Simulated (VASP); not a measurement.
# TaSi2 (P6_422) in VASP: single point with r2SCAN

Aim: the single point of TaSi2 with r2SCAN.

Everything below comes from runs of VASP 6.6.1. Logs are shortened: lines on timing, memory, paths and dates and some standing lists are left out, and cuts for length are marked.

## Step 1: The cell of the first run

The structure is hexagonal, space group P6_422 (No. 181). Conventional cell: a = 4.784 Å, b = 4.784 Å, c = 6.553 Å, α = 90.00°, β = 90.00°, γ = 120.00°. Ta (site symmetry 222) has 10 Si at 2.60 to 2.83 Å and 4 Ta at 3.24 Å within 3.4 Å. Within 3.4 Å of Si (site symmetry 2) lie 9 Si at 2.55 to 3.33 Å and 5 Ta at 2.60 to 2.83 Å.

## Step 2: Single point, r2SCAN

File POSCAR:

```
TaSi2
1.0
    4.7837907700      0.0000000000      0.0000000000
   -2.3918953900      4.1428843400      0.0000000000
    0.0000000000      0.0000000000      6.5528055600
Ta Si
3 6
Direct
    0.0000000000      0.5000000000      0.3333333300
    0.5000000000      0.5000000000      0.6666666700
    0.5000000000      0.0000000000      0.0000000000
    0.8416096400      0.6832192800      0.0000000000
    0.1583903600      0.8416096400      0.6666666700
    0.6832192800      0.8416096400      0.3333333300
    0.1583903600      0.3167807200      0.0000000000
    0.8416096400      0.1583903600      0.6666666700
    0.3167807200      0.1583903600      0.3333333300
```

File INCAR.step1:

```
SYSTEM = TaSi2
ALGO = Normal
EDIFF = 1E-4
ENCUT = 520
GGA = PE
ISMEAR = 0
LASPH = .True.
LCHARG = .False.
LREAL = .False.
LWAVE = .True.
NBANDS = 38
NELM = 80
PREC = Accurate
SIGMA = 0.1
```

File INCAR.step2:

```
SYSTEM = TaSi2
ALGO = Normal
EDIFF = 1E-6
ENCUT = 520
ISIF = 2
ISMEAR = 0
ISTART = 1
LASPH = .True.
LCHARG = .False.
LMIXTAU = .True.
LREAL = .False.
LWAVE = .False.
METAGGA = R2SCAN
NBANDS = 38
NELM = 80
PREC = Accurate
SIGMA = 0.1
```

File KPOINTS:

```
k-points
0
Gamma
  6 6 4
  0 0 0
```

Potentials or basis: VASP PAW PBE potentials, release 64 (Ta_pv, Si).

Command:

```sh
$ cat potpaw_PBE.64/Ta_pv/POTCAR potpaw_PBE.64/Si/POTCAR > POTCAR
$ cp INCAR.step1 INCAR
$ mpirun -np 1 vasp_std > vasp.out
$ cp INCAR.step2 INCAR
$ mpirun -np 1 vasp_std > vasp.out
```

OUTCAR:

```text
SYSTEM = TaSi2
   EDIFF = 1E-6
   ENCUT = 520
   ISIF = 2
   ISMEAR = 0
   ISTART = 1
   LASPH = .True.
   LREAL = .False.
   METAGGA = R2SCAN
   NELM = 80
   PREC = Accurate

 ion  position               nearest neighbor table
   1  0.000  0.500  0.333-   4 2.60   7 2.60   5 2.60   8 2.60   6 2.73   9 2.73   9 2.73   6 2.73
                             6 2.83   9 2.83   3 3.24   3 3.24   2 3.24   2 3.24
   2  0.500  0.500  0.667-   4 2.60   7 2.60   6 2.60   9 2.60   5 2.73   8 2.73   5 2.73   8 2.73
                             8 2.83   5 2.83   3 3.24   3 3.24   1 3.24   1 3.24
   3  0.500  0.000  0.000-   5 2.60   8 2.60   6 2.60   9 2.60   7 2.73   4 2.73   7 2.73   4 2.73
                             7 2.83   4 2.83   1 3.24   1 3.24   2 3.24   2 3.24
   4  0.842  0.683  0.000-   5 2.55   6 2.55   2 2.60   1 2.60   7 2.62   3 2.73   3 2.73   3 2.83
                             7 2.83   7 2.83
   5  0.158  0.842  0.667-   4 2.55   9 2.55   3 2.60   1 2.60   8 2.62   2 2.73   2 2.73   2 2.83
                             8 2.83   8 2.83
   6  0.683  0.842  0.333-   4 2.55   8 2.55   3 2.60   2 2.60   9 2.62   1 2.73   1 2.73   1 2.83
                             9 2.83   9 2.83
   7  0.158  0.317  0.000-   8 2.55   9 2.55   2 2.60   1 2.60   4 2.62   3 2.73   3 2.73   3 2.83
                             4 2.83   4 2.83
   8  0.842  0.158  0.667-   7 2.55   6 2.55   3 2.60   1 2.60   5 2.62   2 2.73   2 2.73   2 2.83
                             5 2.83   5 2.83
   9  0.317  0.158  0.333-   7 2.55   5 2.55   3 2.60   2 2.60   6 2.62   1 2.73   1 2.73   1 2.83
                             6 2.83   6 2.83

  LATTYP: Found a hexagonal cell.
 ALAT       =     4.7837907700
 C/A-ratio  =     1.3697935121

  Lattice vectors:

 A1 = (   4.7837907700,   0.0000000000,   0.0000000000)
 A2 = (  -2.3918953900,   4.1428843400,   0.0000000000)
 A3 = (   0.0000000000,   0.0000000000,   6.5528055600)

Analysis of symmetry for initial positions (statically):
=====================================================================
 Subroutine PRICEL returns:
 Original cell was already a primitive cell.

 Routine SETGRP: Setting up the symmetry group for a
 hexagonal supercell.

 Subroutine GETGRP returns: Found 12 space group operations
 (whereof  4 operations were pure point group operations)
 out of a pool of 24 trial point group operations.

The static configuration has the point symmetry D_2 .
 The point group associated with its full space group is D_6 .

Analysis of symmetry for dynamics (positions and initial velocities):
=====================================================================
 Subroutine PRICEL returns:
 Original cell was already a primitive cell.

 Routine SETGRP: Setting up the symmetry group for a
 hexagonal supercell.

 Subroutine GETGRP returns: Found 12 space group operations
 (whereof  4 operations were pure point group operations)
 out of a pool of 24 trial point group operations.

The dynamic configuration has the point symmetry D_2 .
 The point group associated with its full space group is D_6 .

 Subroutine INISYM returns: Found 12 space group operations
 (whereof  4 operations are pure point group operations),
 and found     1 'primitive' translations

----------------------------------------------------------------------------------------

                                     Primitive cell

  volume of cell :     129.8680

  direct lattice vectors                    reciprocal lattice vectors
     4.783790770  0.000000000  0.000000000     0.209039243  0.120688863  0.000000000
    -2.391895390  4.142884340  0.000000000     0.000000000  0.241377726  0.000000000
     0.000000000  0.000000000  6.552805560     0.000000000  0.000000000  0.152606390

  length of vectors
     4.783790770  4.783790778  6.552805560     0.241377726  0.241377726  0.152606390

  position of ions in fractional coordinates (direct lattice)
     1.000000000  0.500000000  0.333333330
     0.500000000  0.500000000  0.666666670
     0.500000000  0.000000000  0.000000000
     0.841609640  0.683219280  0.000000000
     0.158390360  0.841609640  0.666666670
     0.683219280  0.841609640  0.333333330
     0.158390360  0.316780720  0.000000000
     0.841609640  0.158390360  0.666666670
     0.316780720  0.158390360  0.333333330

  ion indices of the primitive-cell ions
   primitive index   ion index
                 1           1
                 2           2
                 3           3
                 4           4
                 5           5
                 6           6
                 7           7
                 8           8
                 9           9

----------------------------------------------------------------------------------------

 KPOINTS: k-points

Automatic generation of k-mesh.
 Grid dimensions read from file:
 generate k-points for:    6    6    4

 Generating k-lattice:

  Cartesian coordinates                     Fractional coordinates (reciprocal lattice)
     0.034839874  0.020114811  0.000000000     0.166666667 -0.000000000  0.000000000
     0.000000000  0.040229621  0.000000000     0.000000000  0.166666667  0.000000000
     0.000000000  0.000000000  0.038151597     0.000000000  0.000000000  0.250000000

  Length of vectors
     0.040229621  0.040229621  0.038151597

  Shift w.r.t. Gamma in fractional coordinates (k-lattice)
     0.000000000  0.000000000  0.000000000

 Subroutine IBZKPT returns following result:
 ===========================================

 Found     21 irreducible k-points:

 Following reciprocal coordinates:
            Coordinates               Weight
  0.000000  0.000000  0.000000      1.000000
  0.166667 -0.000000  0.000000      6.000000
  0.333333 -0.000000  0.000000      6.000000
  0.500000  0.000000  0.000000      3.000000
  0.166667  0.166667  0.000000      6.000000
  0.333333  0.166667  0.000000     12.000000
[... 13 lines left out ...]
  0.333333  0.166667  0.500000     12.000000
  0.333333  0.333333  0.500000      2.000000
   k-points           NKPTS =     21   k-points in BZ     NKDIM =     21   number of bands    NBANDS=     38
   number of dos      NEDOS =    301   number of ions     NIONS =      9
   total plane-waves  NPLWV =  64800
   dimension x,y,z NGX =    36 NGY =   36 NGZ =   50
   dimension x,y,z NGXF=    72 NGYF=   72 NGZF=  100
   ions per type =               3   6
   NGX,Y,Z   is equivalent  to a cutoff of  12.51, 12.51, 12.69 a.u.
   NGXF,Y,Z  is equivalent  to a cutoff of  25.02, 25.02, 25.37 a.u.
 SYSTEM =  TaSi2
   PREC   = accura    normal or accurate (medium, high low for compatibility)
   ISTART =      1    job   : 0-new  1-cont  2-samecut
   ICHARG =      0    charge: 1-file 2-atom 10-const
   ISPIN  =      1    spin polarized calculation?
   LNONCOLLINEAR =      F non collinear calculations
   LSORBIT =      F    spin-orbit coupling
   LASPH  =      T    aspherical Exc in radial PAW
   ENCUT  =  520.0 eV  38.22 Ry    6.18 a.u.   8.89  8.89 12.18*2*pi/ulx,y,z
   NELM   =     80;   NELMIN=  2; NELMDL=  0     # of ELM steps
   EDIFF  = 0.1E-05   stopping-criterion for ELM
   LREAL  =      F    real-space projection
   EDIFFG = 0.1E-04   stopping-criterion for IOM
   NSW    =      0    number of steps for IOM
   IBRION =     -1    ionic relax: 0-MD 1-quasi-New 2-CG
   NFREE  =      0    steps in history (QN), initial steepest desc. (CG)
   ISIF   =      2    stress and relaxation
   ISYM   =      2    0-nonsym 1-usesym 2-fastsym
   POTIM  = 0.5000    time-step for ionic-motion
   TEBEG  =    0.0;   TEEND  =   0.0 temperature during run
   PSTRESS=    0.0 pullay stress
   NELECT =      57.0000    total number of electrons
   NUPDOWN=      -1.0000    fix difference up-down
   EMIN   =  10.00;   EMAX   =-10.00  energy-range for DOS
   EFERMI =   0.00;   METHOD = LEGACY
   ISMEAR =     0;   SIGMA  =   0.10  broadening in eV -4-tet -1-fermi 0-gaus
   EFERMI_NEDOS =   21; number of points for ismear=-14 and -15
   IALGO  =     38    algorithm
   IMIX   =      4    mixing-type and parameters
     AMIX     =   0.40;   BMIX     =  1.00
     AMIX_MAG =   1.60;   BMIX_MAG =  1.00
  volume/ion in A,a.u.               =      14.43        97.38
  Fermi-wavevector in a.u.,A,eV,Ry     =   1.244130  2.351064 21.059900  1.547859
  Thomas-Fermi vector in A             =   2.378410
   LORBIT       =      0    0 simple, 1 ext, 2 COOP (PROOUT), +10 PAW based schemes
   METAGGA = R2SCAN    functional components
   LHFCALC =     F    Hartree Fock is set to
   AEXX    =    0.0000 exact exchange contribution
   IVDW    =     0    specifies the selected vdW correction
   LEPSILON=     F    determine dielectric tensor
   LRPA    =     F    only Hartree local field effects (RPA)
 non-spin polarized calculation
 Gauss-broadening in eV      SIGMA  =   0.10
  energy-cutoff  :      520.00
  volume of cell :      129.87
 maximum number of plane-waves:      3546
 NGX is ok and might be reduce to    36
   NGX = 17   NGY = 17   NGZ = 25

 number of electron      57.0000004 magnetization

 Free energy of the ion-electron system (eV)
  ---------------------------------------------------
  ext. energy  EPLUGINS =         0.00000000
  ---------------------------------------------------
  free energy    TOTEN  =      -202.42645839 eV

  energy without entropy =     -202.41120572  energy(sigma->0) =     -202.41883206

 E-fermi :   9.3729     XC(G=0): -12.9980

 val. band max:        9.3318982455   @ k =   0.3333   0.1667   0.5000
 cond. band min:       9.4631314752   @ k =   0.3333   0.1667   0.2500
 fundamental gap:      0.1312332297
 Fermi energy:         9.3729009595

 k-point     1 :       0.0000    0.0000    0.0000
  band No.  band energies     occupation
      1     -26.2363      2.00000
      2     -26.2310      2.00000
      3     -26.2310      2.00000
      4     -26.1673      2.00000
      5     -26.1673      2.00000
      6     -26.0606      2.00000
[... 30 lines left out ...]
     37      13.5253      0.00000
     38      13.6950      0.00000
[... 818 lines left out ...]
     37      13.1542      0.00000
     38      13.2637      0.00000

------------------------ aborting loop because EDIFF is reached ----------------------------------------

  FORCE on cell =-STRESS in cart. coord.  units (eV):
  Direction    XX          YY          ZZ          XY          YZ          ZX
  --------------------------------------------------------------------------------------
  -------------------------------------------------------------------------------------
  Total       -0.2615179     -0.2615179      0.6731784      0.0000000      0.0000000     -0.0000000
  in kB       -3.2263375     -3.2263375      8.3049782      0.0000000      0.0000000     -0.0000000
  external PRESSURE =       0.6174344 kB  Pullay stress =       0.0000000 kB

 VOLUME and BASIS-vectors are now :
 -----------------------------------------------------------------------------
  energy-cutoff  :      520.00
  volume of cell :      129.87
      direct lattice vectors                 reciprocal lattice vectors
     4.783790770  0.000000000  0.000000000     0.209039243  0.120688863  0.000000000
    -2.391895390  4.142884340  0.000000000     0.000000000  0.241377726  0.000000000
     0.000000000  0.000000000  6.552805560     0.000000000  0.000000000  0.152606390

 POSITION                                       TOTAL-FORCE (eV/Angst)
 -----------------------------------------------------------------------------------
     -1.19595      2.07144      2.18427        -0.000000      0.000000     -0.000000
      1.19595      2.07144      4.36854        -0.000000      0.000000     -0.000000
      2.39190      0.00000      0.00000        -0.000000      0.000000     -0.000000
      2.39190      2.83050      0.00000         0.000000     -0.009958     -0.000000
     -1.25534      3.48669      4.36854         0.008624     -0.004979      0.000000
      1.25534      3.48669      2.18427        -0.008624     -0.004979     -0.000000
     -0.00000      1.31239      0.00000        -0.000000      0.009958     -0.000000
      3.64723      0.65619      4.36854        -0.008624      0.004979      0.000000
      1.13656      0.65619      2.18427         0.008624      0.004979     -0.000000
 -----------------------------------------------------------------------------------
    total drift:                                0.000000      0.000000     -0.000009

  FREE ENERGIE OF THE ION-ELECTRON SYSTEM (eV)
  ---------------------------------------------------
  free  energy   TOTEN  =      -202.4264583938 eV

  energy  without entropy=     -202.4112057243  energy(sigma->0) =     -202.41883206
```

Wall time 6.7 min (1 thread of Intel Xeon 8259CL, shared host); peak memory 0.3 GiB.

Results:

| Item | Value |
| --- | --- |
| Free energy | -202.4265 eV |
| Pressure | 0.1 GPa |
| Largest force | 0.010 eV/Å |
| Band gap on the k mesh | zero (an odd number of electrons rules out a gap without spin polarisation) |

Forces in eV/Å, atoms in the order of the input:
```
Ta   0.000  0.000  0.000
Ta   0.000  0.000  0.000
Ta   0.000  0.000  0.000
Si   0.000 -0.010  0.000
Si   0.009 -0.005  0.000
Si  -0.009 -0.005  0.000
Si   0.000  0.010  0.000
Si  -0.009  0.005  0.000
Si   0.009  0.005  0.000
```

Stress tensor (GPa, compression positive):
```
-0.32  0.00  0.00
 0.00 -0.32  0.00
 0.00  0.00  0.83
```

Levels at points of the mesh, in eV from the Fermi level:
| k point | band 25 | band 26 | band 27 | band 28 | band 29 | band 30 | band 31 | band 32 | band 33 | band 34 |
| --- | --- | --- | --- | --- | --- | --- | --- | --- | --- | --- |
| (0.00, 0.00, 0.00) | -2.62 | -2.62 | -2.35 | -2.35 | -1.70 | 0.87 | 3.21 | 3.21 | 3.76 | 3.81 |
| (0.50, 0.00, 0.00) | -2.20 | -1.13 | -0.76 | -0.11 | -0.08 | 0.93 | 1.28 | 1.64 | 2.11 | 2.45 |
| (0.00, 0.00, 0.50) | -2.38 | -2.28 | -2.01 | -2.01 | 1.27 | 1.27 | 2.84 | 2.84 | 3.72 | 3.72 |
| (0.50, 0.00, 0.50) | -2.17 | -2.13 | -1.92 | -0.71 | -0.31 | 1.66 | 2.11 | 2.69 | 2.71 | 2.83 |

Caveat: the PAW data sets were made with another functional, which shifts forces and pressure a little; spin-orbit coupling is left out, which moves the levels of the heavy elements.

The gap in the log of VASP goes by the Fermi energy; the results here count the filled bands.